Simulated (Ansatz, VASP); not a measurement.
One calculation of Si, two programs

```
Si
1.0
     0.00000    2.80264    2.80264
     2.80264    0.00000    2.80264
     2.80264    2.80264    0.00000
Si
2
Direct
  0.00000 0.00000 0.00000
  0.25000 0.25000 0.25000
```

Alike in both runs: task single point; functional PBEsol; k mesh 8 × 8 × 8; no spin polarisation.

|  | VASP | Ansatz |
| --- | --- | --- |
| version | VASP 6.6.1 | Ansatz 0.2 development build |
| potentials or method | VASP PAW PBE potentials, release 64 (Si), cutoff 520 eV | all-electron full-potential LAPW, scalar-relativistic |
| occupations | gaussian, width 0.01 eV | fixed |

VASP gave:

* gap on the k mesh at the Fermi level (eV): 0.64
* pressure (GPa): -7.1

Task: Which values does Ansatz return?

Result: gap on the k mesh at the Fermi level (eV): 0.65; pressure (GPa): -7.2.

VASP's potentials were made for PBE, not for PBEsol. Ansatz ran all-electron here, and VASP with PAW potentials.
